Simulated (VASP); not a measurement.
Input of a VASP 6.6.1 run:

File INCAR:

```
SYSTEM = Al3GaAs4
ALGO = Normal
EDIFF = 1E-6
ENCUT = 520
GGA = PE
ISIF = 2
ISMEAR = 0
LASPH = .True.
LCHARG = .True.
LELF = .True.
LREAL = .False.
LVHAR = .True.
LWAVE = .False.
NBANDS = 31
NELM = 80
PREC = Accurate
SIGMA = 0.1
```

The input KPOINTS:

```
k-points
0
Gamma
  4 4 4
  0 0 0
```

POSCAR

```
Al3GaAs4
1.0
    5.7263239577      0.0000000000      0.0000000000
    0.0000000000      5.7263239577      0.0000000000
    0.0000000000      0.0000000000      5.7263239577
Al Ga As
3 1 4
Direct
    0.0000000000      0.5000000000      0.5000000000
    0.5000000000      0.5000000000      0.0000000000
    0.5000000000      0.0000000000      0.5000000000
    0.0000000000      0.0000000000      0.0000000000
    0.7490098747      0.7490098747      0.2509901253
    0.7490098747      0.2509901253      0.7490098747
    0.2509901253      0.7490098747      0.7490098747
    0.2509901253      0.2509901253      0.2509901253
```

Potentials or basis: VASP PAW PBE potentials, release 64 (Al, Ga_d, As).

Command:

```sh
$ cat potpaw_PBE.64/Al/POTCAR potpaw_PBE.64/Ga_d/POTCAR potpaw_PBE.64/As/POTCAR > POTCAR
$ mpirun -np 1 vasp_std > vasp.out
```

(1) Estimate the pressure.

(2) Predict the band gap on the k mesh.

(3) Predict the largest force.

Results:

(1) 0.4 GPa.

(2) 1.04 eV (least direct gap 1.18 eV).

(3) 0.010 eV/Å.
